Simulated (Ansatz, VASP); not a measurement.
# FeSi: VASP beside Ansatz

```
Fe Si
1.0
     4.44866    0.00000    0.00000
     0.00000    4.44866    0.00000
     0.00000    0.00000    4.44866
Fe Si
4 4
Direct
  0.13549 0.13549 0.13549
  0.36451 0.86451 0.63549
  0.63549 0.36451 0.86451
  0.86451 0.63549 0.36451
  0.84093 0.84093 0.84093
  0.65907 0.15907 0.34093
  0.34093 0.65907 0.15907
  0.15907 0.34093 0.65907
```

Alike in both runs: task relaxation of cell and atoms; functional PBE; k mesh 8 × 8 × 8; occupations gaussian, width 0.01 eV; no spin polarisation.

|  | VASP | Ansatz |
| --- | --- | --- |
| version | VASP 6.6.1 | Ansatz 0.2.0 |
| potentials or method | VASP PAW PBE potentials, release 64 (Fe, Si), cutoff 600 eV | scalar-relativistic, plane waves, PAW |
| valence electrons in the cell | 48 | 80 |

```tsv
	VASP	Ansatz	Ansatz less VASP
gap on the k mesh at the Fermi level, each at its own relaxed structure (eV)	0.16	0.17	+0.009
relaxed volume (Å³/atom)	11.00	11.00	-0.001
relaxed cell length with the largest relative difference (Å)	4.448	4.448	-0.0001
```

VASP's potentials hold 48 valence electrons a cell and Ansatz's 80, so a difference there can come from the potentials and not from the codes.
